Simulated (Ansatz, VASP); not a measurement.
## Au: VASP beside Ansatz

```
Au
1.0
     0.00000    2.06152    2.06152
     2.06152    0.00000    2.06152
     2.06152    2.06152    0.00000
Au
1
Direct
  0.00000 0.00000 0.00000
```

Alike in both runs: task single point; functional r2SCAN; k mesh 13 × 13 × 13; occupations gaussian, width 0.2 eV; no spin polarisation.

|  | VASP | Ansatz |
| --- | --- | --- |
| version | VASP 6.6.1 | Ansatz 0.2.0 |
| potentials or method | VASP PAW PBE potentials, release 64 (Au), cutoff 520 eV | plane waves (500 eV) with PAW, scalar-relativistic |
| valence electrons in the cell | 11 | 19 |

|  | VASP | Ansatz | Ansatz less VASP |
| --- | --- | --- | --- |
| pressure (GPa) | 0.2 | 0.0 | -0.27 |

VASP's potentials were made for PBE, not for r2SCAN. VASP's potentials hold 11 valence electrons a cell and Ansatz's 19, so a difference there can come from the potentials and not from the codes.

Neither program's run includes spin-orbit coupling.
